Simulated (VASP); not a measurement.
## S: single point with r2SCAN

S:

```xyz
1
Lattice="0.0000 1.8549 1.8549 1.8549 0.0000 1.8549 1.8549 1.8549 0.0000" Properties=species:S:1:pos:R:3 pbc="T T T"
S     0.0000    0.0000    0.0000
```

This isn't the form of S at room conditions, which is orthorhombic, of S8 rings.

```yaml
Program: VASP 6.6.1
Task: single point
Functional: r2SCAN
Potentials_or_basis: VASP PAW PBE potentials, release 64 (S)
Cutoff: 550 eV
k_mesh: 7 × 7 × 7
Occupations: methfessel-paxton, width 0.05 eV
Spin: no spin polarisation
```

```
Pressure               : 29.2 GPa
Band gap on the k mesh : zero (bands 3 and 4 overlap by 7.20 eV)
```

Levels at points of the mesh, in eV from the Fermi level:
| k point | band 1 | band 2 | band 3 | band 4 | band 5 | band 6 | band 7 |
| --- | --- | --- | --- | --- | --- | --- | --- |
| (0.00, 0.00, 0.00) | -19.94 | 4.94 | 4.94 | 4.94 | 12.88 | 12.88 | 12.88 |

It took 12 s on 1 thread of Intel(R) Xeon(R) Platinum 8375C CPU @ 2.90GHz (Ice Lake) (shared host), peak memory 0.12 GiB.

Caveat: the k points lie up to 0.42 Å⁻¹ apart, too coarse for converged energies and pressures of a metal; the PAW data sets were made with another functional, which shifts forces and pressure a little.
